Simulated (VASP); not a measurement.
A run of VASP 6.6.1:

File INCAR:

```
SYSTEM = MoS2
PREC = Accurate ; ENCUT = 520
EDIFF = 1E-6 ; ISMEAR = 0
SIGMA = 0.05 ; LREAL = .False.
LASPH = .True. ; NELM = 60
ALGO = Normal ; ISIF = 2
LWAVE = .False. ; LCHARG = .False.
GGA = PE ; IVDW = 12
NBANDS = 35
```

Contents of KPOINTS:

```
Automatic mesh
0
Gamma
  12 12 4
  0 0 0
```

File POSCAR:

```
MoS2
1.0
    3.1754976126      0.0000000000      0.0000000000
   -1.5877488063      2.7500616022      0.0000000000
    0.0000000000      0.0000000000     12.1921287081
Mo S
2 4
Direct
    0.1851443981      0.6666666667      0.2500000000
    0.8148556019      0.3333333333      0.7500000000
    0.4805096921      0.6666666667      0.6204968003
    0.5194903079      0.3333333333      0.1204968003
    0.4805096921      0.6666666667      0.8795031997
    0.5194903079      0.3333333333      0.3795031997
```

Potentials or basis: VASP PAW PBE potentials, release 64 (Mo_sv, S).

Run with:

```bash
$ cat potpaw_PBE.64/Mo_sv/POTCAR potpaw_PBE.64/S/POTCAR > POTCAR
$ mpirun -np 1 vasp_std > vasp.out
```

Hardware: 1 thread of Intel Xeon 8259CL, with other jobs on the host.

Q: Estimate the wall time of this run.

A: It took 18 min on 1 thread of Intel Xeon 8259CL (shared host), peak memory 0.7 GiB. Counts: scf iterations 15, k points 222.
